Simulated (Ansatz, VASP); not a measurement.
**MgO: VASP beside Ansatz**

```xyz
32
Lattice="5.9506 0.0000 0.0000 0.0000 5.9506 0.0000 0.0000 0.0000 25.5404" Properties=species:S:1:pos:R:3 pbc="T T T"
Mg    1.4877    1.4877    8.0000
Mg    1.4877    4.4630    8.0000
Mg    4.4630    1.4877    8.0000
Mg    4.4630    4.4630    8.0000
Mg    2.9753    2.9753   10.1039
Mg    2.9753    0.0000   10.1039
Mg    0.0000    2.9753   10.1039
Mg    0.0000    0.0000   10.1039
Mg    4.4622    4.4647   12.2207
Mg    4.4621    1.4878   12.2179
Mg    1.4866    4.4647   12.2201
Mg    1.4866    1.4878   12.2167
Mg   -0.0012   -0.0052   14.3169
Mg   -0.0010    2.9817   14.3083
Mg    2.9739   -0.0037   14.3299
Mg    2.9744    2.9829   14.3101
O     2.9753    2.9753    8.0000
O     2.9753    0.0000    8.0000
O     0.0000    2.9753    8.0000
O     0.0000    0.0000    8.0000
O     4.4630    4.4630   10.1039
O     4.4630    1.4877   10.1039
O     1.4877    4.4630   10.1039
O     1.4877    1.4877   10.1039
O    -0.0007    0.0014   12.2127
O    -0.0007    2.9757   12.2096
O     2.9740    0.0016   12.2155
O     2.9739    2.9756   12.2098
O     1.4883    1.4958   14.3521
O     1.4864    4.4604   14.3520
O     4.4590    1.4963   14.3483
O     4.4621    4.4602   14.3524
```

Alike in both runs: task single point; functional PBE; dispersion D3(BJ); k mesh 3 × 3 × 1; occupations gaussian, width 0.05 eV; no spin polarisation.

|  | VASP | Ansatz |
| --- | --- | --- |
| version | VASP 6.6.1 | Ansatz 0.2.0 |
| potentials or method | VASP PAW PBE potentials, release 64 (Mg, O), cutoff 520 eV | scalar-relativistic, plane waves, PAW |
| valence electrons in the cell | 128 | 256 |

Ansatz gave:

```
gap on the k mesh at the Fermi level (eV) : 3.39
least direct gap on the mesh (eV)         : 3.39
rms of the force components (eV/Å)        : 0.150
```

**Question.** Which values does VASP return?

**Answer.** gap on the k mesh at the Fermi level (eV): 3.36; least direct gap on the mesh (eV): 3.36; rms of the force components (eV/Å): 0.156.

VASP's potentials hold 128 valence electrons a cell and Ansatz's 256, so a difference there can come from the potentials and not from the codes.
